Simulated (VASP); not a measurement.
# LaAg (P4/mmm) in VASP: further runs

LaAg is run at these levels: LDA; tasks: single point.

All numbers are computed with VASP 6.6.1; they aren't measurements. Logs are shortened: lines on timing, memory, paths and dates and some standing lists are left out, and cuts for length are marked.

### 1 The cell of the first run

Symmetry: P4/mmm, No. 123, tetragonal system. The conventional cell has a = 3.808 Å, b = 3.808 Å, c = 3.818 Å, α = 90.00°, β = 90.00°, γ = 90.00°. La (site symmetry 4/mmm) has 8 Ag at 3.30 Å and 6 La at 3.81 to 3.82 Å within 4.3 Å. Within 4.3 Å of Ag (site symmetry 4/mmm) lie 8 La at 3.30 Å and 6 Ag at 3.81 to 3.82 Å.

### 2 Single point, LDA

Input file INCAR:

```
SYSTEM = LaAg
ALGO     = Normal         ! electronic algorithm
EDIFF    = 1E-6           ! SCF threshold, eV
ENCUT    = 520            ! plane-wave cutoff, eV
GGA      = CA             ! functional
ISIF     = 2              ! what is computed and relaxed
ISMEAR   = 1              ! smearing method
LASPH    = .True.         ! aspherical terms in the spheres
LCHARG   = .False.        ! write CHGCAR
LREAL    = .False.        ! projectors in reciprocal space
LWAVE    = .False.        ! write WAVECAR
NBANDS   = 18             ! bands
NELM     = 100            ! most SCF steps
PREC     = Accurate       ! precision mode
SIGMA    = 0.1            ! smearing width, eV
```

Input file KPOINTS:

```
k-points
0
Gamma
  9 9 9
  0 0 0
```

Input file POSCAR:

```
LaAg
1.0
    3.8079890000      0.0000000000      0.0000000000
    0.0000000000      3.8079890000      0.0000000000
    0.0000000000      0.0000000000      3.8182810000
La Ag
1 1
Direct
    0.5000000000      0.5000000000      0.5000000000
    0.0000000000      0.0000000000      0.0000000000
```

Potentials or basis: VASP PAW LDA potentials, release 64 (La, Ag).

On the command line:

```
$ cat potpaw_LDA.64/La/POTCAR potpaw_LDA.64/Ag/POTCAR > POTCAR
$ mpirun -np 1 vasp_std > vasp.out
```

OUTCAR:

```text
SYSTEM = LaAg
   EDIFF = 1E-6
   ENCUT = 520
   GGA = CA
   ISIF = 2
   ISMEAR = 1
   LASPH = .True.
   LREAL = .False.
   NELM = 100
   PREC = Accurate

 ion  position               nearest neighbor table
   1  0.500  0.500  0.500-   2 3.30   2 3.30   2 3.30   2 3.30   2 3.30   2 3.30   2 3.30   2 3.30

   2  0.000  0.000  0.000-   1 3.30   1 3.30   1 3.30   1 3.30   1 3.30   1 3.30   1 3.30   1 3.30

  LATTYP: Found a simple tetragonal cell.
 ALAT       =     3.8079890000
 C/A-ratio  =     1.0027027389

  Lattice vectors:

 A1 = (   3.8079890000,   0.0000000000,   0.0000000000)
 A2 = (   0.0000000000,   3.8079890000,   0.0000000000)
 A3 = (   0.0000000000,   0.0000000000,   3.8182810000)

Analysis of symmetry for initial positions (statically):
=====================================================================
 Subroutine PRICEL returns:
 Original cell was already a primitive cell.

 Routine SETGRP: Setting up the symmetry group for a
 simple tetragonal supercell.

 Subroutine GETGRP returns: Found 16 space group operations
 (whereof 16 operations were pure point group operations)
 out of a pool of 16 trial point group operations.

The static configuration has the point symmetry D_4h.

Analysis of symmetry for dynamics (positions and initial velocities):
=====================================================================
 Subroutine PRICEL returns:
 Original cell was already a primitive cell.

 Routine SETGRP: Setting up the symmetry group for a
 simple tetragonal supercell.

 Subroutine GETGRP returns: Found 16 space group operations
 (whereof 16 operations were pure point group operations)
 out of a pool of 16 trial point group operations.

The dynamic configuration has the point symmetry D_4h.

 Subroutine INISYM returns: Found 16 space group operations
 (whereof 16 operations are pure point group operations),
 and found     1 'primitive' translations

----------------------------------------------------------------------------------------

                                     Primitive cell

  volume of cell :      55.3681

  direct lattice vectors                    reciprocal lattice vectors
     3.807989000  0.000000000  0.000000000     0.262605801  0.000000000  0.000000000
     0.000000000  3.807989000  0.000000000     0.000000000  0.262605801  0.000000000
     0.000000000  0.000000000  3.818281000     0.000000000  0.000000000  0.261897959

  length of vectors
     3.807989000  3.807989000  3.818281000     0.262605801  0.262605801  0.261897959

  position of ions in fractional coordinates (direct lattice)
     0.500000000  0.500000000  0.500000000
     0.000000000  0.000000000  0.000000000

  ion indices of the primitive-cell ions
   primitive index   ion index
                 1           1
                 2           2

----------------------------------------------------------------------------------------

 KPOINTS: k-points

Automatic generation of k-mesh.
 Grid dimensions read from file:
 generate k-points for:    9    9    9

 Generating k-lattice:

  Cartesian coordinates                     Fractional coordinates (reciprocal lattice)
     0.029178422  0.000000000  0.000000000     0.111111111  0.000000000  0.000000000
     0.000000000  0.029178422  0.000000000     0.000000000  0.111111111  0.000000000
     0.000000000  0.000000000  0.029099773     0.000000000  0.000000000  0.111111111

  Length of vectors
     0.029178422  0.029178422  0.029099773

  Shift w.r.t. Gamma in fractional coordinates (k-lattice)
     0.000000000  0.000000000  0.000000000

 Subroutine IBZKPT returns following result:
 ===========================================

 Found     75 irreducible k-points:

 Following reciprocal coordinates:
            Coordinates               Weight
  0.000000  0.000000  0.000000      1.000000
  0.111111  0.000000  0.000000      4.000000
  0.222222  0.000000  0.000000      4.000000
  0.333333  0.000000  0.000000      4.000000
  0.444444  0.000000  0.000000      4.000000
  0.111111  0.111111  0.000000      4.000000
[... 16 lines left out ...]
  0.333333  0.111111  0.111111     16.000000
  0.444444  0.111111  0.111111     16.000000
 [... further k-points ...]
   k-points           NKPTS =     75   k-points in BZ     NKDIM =     75   number of bands    NBANDS=     18
   number of dos      NEDOS =    301   number of ions     NIONS =      2
   total plane-waves  NPLWV =  21952
   dimension x,y,z NGX =    28 NGY =   28 NGZ =   28
   dimension x,y,z NGXF=    56 NGYF=   56 NGZF=   56
   ions per type =               1   1
   NGX,Y,Z   is equivalent  to a cutoff of  12.22, 12.22, 12.19 a.u.
   NGXF,Y,Z  is equivalent  to a cutoff of  24.45, 24.45, 24.38 a.u.
 SYSTEM =  LaAg
   PREC   = accura    normal or accurate (medium, high low for compatibility)
   ISTART =      0    job   : 0-new  1-cont  2-samecut
   ICHARG =      2    charge: 1-file 2-atom 10-const
   ISPIN  =      1    spin polarized calculation?
   LNONCOLLINEAR =      F non collinear calculations
   LSORBIT =      F    spin-orbit coupling
   LASPH  =      T    aspherical Exc in radial PAW
   ENCUT  =  520.0 eV  38.22 Ry    6.18 a.u.   7.08  7.08  7.10*2*pi/ulx,y,z
   NELM   =    100;   NELMIN=  2; NELMDL= -5     # of ELM steps
   EDIFF  = 0.1E-05   stopping-criterion for ELM
   LREAL  =      F    real-space projection
   EDIFFG = 0.1E-04   stopping-criterion for IOM
   NSW    =      0    number of steps for IOM
   IBRION =     -1    ionic relax: 0-MD 1-quasi-New 2-CG
   NFREE  =      0    steps in history (QN), initial steepest desc. (CG)
   ISIF   =      2    stress and relaxation
   ISYM   =      2    0-nonsym 1-usesym 2-fastsym
   POTIM  = 0.5000    time-step for ionic-motion
   TEBEG  =    0.0;   TEEND  =   0.0 temperature during run
   PSTRESS=    0.0 pullay stress
   NELECT =      22.0000    total number of electrons
   NUPDOWN=      -1.0000    fix difference up-down
   EMIN   =  10.00;   EMAX   =-10.00  energy-range for DOS
   EFERMI =   0.00;   METHOD = LEGACY
   ISMEAR =     1;   SIGMA  =   0.10  broadening in eV -4-tet -1-fermi 0-gaus
   EFERMI_NEDOS =   21; number of points for ismear=-14 and -15
   IALGO  =     38    algorithm
   IMIX   =      4    mixing-type and parameters
     AMIX     =   0.40;   BMIX     =  1.00
     AMIX_MAG =   1.60;   BMIX_MAG =  1.00
  volume/ion in A,a.u.               =      27.68       186.82
  Fermi-wavevector in a.u.,A,eV,Ry     =   1.203546  2.274372 19.708347  1.448523
  Thomas-Fermi vector in A             =   2.339296
   LORBIT       =      0    0 simple, 1 ext, 2 COOP (PROOUT), +10 PAW based schemes
   GGA     = CA    functional components
   LHFCALC =     F    Hartree Fock is set to
   AEXX    =    0.0000 exact exchange contribution
   IVDW    =     0    specifies the selected vdW correction
   LEPSILON=     F    determine dielectric tensor
   LRPA    =     F    only Hartree local field effects (RPA)
 non-spin polarized calculation
 Methfessel and Paxton  Order N= 1 SIGMA  =   0.10
  energy-cutoff  :      520.00
  volume of cell :       55.37
 maximum number of plane-waves:      1503
   NGX = 15   NGY = 15   NGZ = 15

 number of electron      22.0000003 magnetization

 Free energy of the ion-electron system (eV)
  ---------------------------------------------------
  ext. energy  EPLUGINS =         0.00000000
  ---------------------------------------------------
  free energy    TOTEN  =        -9.72815203 eV

  energy without entropy =       -9.72698939  energy(sigma->0) =       -9.72776449

 E-fermi :   7.7802     XC(G=0): -10.5769

 val. band max:        7.7750203317   @ k =   0.2222   0.2222   0.4444
 cond. band min:       7.7898286086   @ k =   0.2222   0.0000   0.2222
 fundamental gap:      0.0148082768
 Fermi energy:         7.7802402303

 k-point     1 :       0.0000    0.0000    0.0000
  band No.  band energies     occupation
      1     -25.2536      2.00000
      2      -8.6720      2.00000
      3      -8.6643      2.00000
      4      -8.6643      2.00000
      5       2.5663      2.00000
      6       2.5677      2.00000
[... 10 lines left out ...]
     17       9.1533     -0.00000
     18       9.1533     -0.00000

 k-point     2 :       0.1111    0.0000    0.0000
  band No.  band energies     occupation
      1     -25.2470      2.00000
      2      -8.7559      2.00000
      3      -8.6657      2.00000
      4      -8.6580      2.00000
      5       2.5925      2.00000
      6       2.6422      2.00000
[... 10 lines left out ...]
     17       9.1652     -0.00000
     18       9.1687     -0.00000

 k-point     3 :       0.2222    0.0000    0.0000
  band No.  band energies     occupation
      1     -25.2300      2.00000
      2      -8.9785      2.00000
      3      -8.6498      2.00000
      4      -8.6421      2.00000
      5       2.6584      2.00000
      6       2.8289      2.00000
[... 10 lines left out ...]
     17       9.2049     -0.00000
     18       9.2083     -0.00000

 k-point     4 :       0.3333    0.0000    0.0000
  band No.  band energies     occupation
      1     -25.2106      2.00000
      2      -9.2172      2.00000
      3      -8.6316      2.00000
      4      -8.6239      2.00000
      5       2.7366      2.00000
      6       3.0347      2.00000
[... 375 lines left out ...]
      4      -8.7175      2.00000
      5       2.7539      2.00000
      6       2.8814      2.00000
[... 10 lines left out ...]
     17       9.2608     -0.00000
     18       9.2830     -0.00000

 k-point    23 :       0.3333    0.1111    0.1111
  band No.  band energies     occupation
      1     -25.1982      2.00000
      2      -9.1917      2.00000
      3      -8.7050      2.00000
      4      -8.6977      2.00000
      5       2.8079      2.00000
      6       2.9898      2.00000
[... 10 lines left out ...]
     17       9.2949     -0.00000
     18       9.3052     -0.00000

 k-point    24 :       0.4444    0.1111    0.1111
  band No.  band energies     occupation
      1     -25.1857      2.00000
      2      -9.3367      2.00000
      3      -8.6896      2.00000
      4      -8.6840      2.00000
      5       2.8440      2.00000
      6       2.9845      2.00000
[... 10 lines left out ...]
     17       9.3009     -0.00000
     18       9.3243     -0.00000

 [... further k-points ...]

------------------------ aborting loop because EDIFF is reached ----------------------------------------

  FORCE on cell =-STRESS in cart. coord.  units (eV):
  Direction    XX          YY          ZZ          XY          YZ          ZX
  --------------------------------------------------------------------------------------
  -------------------------------------------------------------------------------------
  Total       -1.5520798     -1.5520798     -1.5678575      0.0000000     -0.0000000     -0.0000000
  in kB      -44.9123079    -44.9123079    -45.3688637      0.0000000     -0.0000000     -0.0000000
  external PRESSURE =     -45.0644932 kB  Pullay stress =       0.0000000 kB

 VOLUME and BASIS-vectors are now :
 -----------------------------------------------------------------------------
  energy-cutoff  :      520.00
  volume of cell :       55.37
      direct lattice vectors                 reciprocal lattice vectors
     3.807989000  0.000000000  0.000000000     0.262605801  0.000000000  0.000000000
     0.000000000  3.807989000  0.000000000     0.000000000  0.262605801  0.000000000
     0.000000000  0.000000000  3.818281000     0.000000000  0.000000000  0.261897959

 POSITION                                       TOTAL-FORCE (eV/Angst)
 -----------------------------------------------------------------------------------
      1.90399      1.90399      1.90914         0.000000      0.000000      0.000000
      0.00000      0.00000      0.00000         0.000000      0.000000      0.000000
 -----------------------------------------------------------------------------------
    total drift:                                0.000000      0.000000      0.000000

  FREE ENERGIE OF THE ION-ELECTRON SYSTEM (eV)
  ---------------------------------------------------
  free  energy   TOTEN  =        -9.7281520318 eV

  energy  without entropy=       -9.7269893921  energy(sigma->0) =       -9.72776449
```

Run time: 1.9 min. Hardware: 1 thread of AMD EPYC 7R13 (Zen 3), shared host; peak memory 0.19 GiB.

What came out:

```yaml
Free_energy: -9.7282 eV
Pressure: -4.5 GPa
Band_gap_on_the_k_mesh: zero (band 11 reaches 8.29 eV, above the bottom of band 12 at 6.29 eV)
```

Caveat: spin-orbit coupling is left out, which moves the levels of the heavy elements.

(Continued in part 2 of 2.)
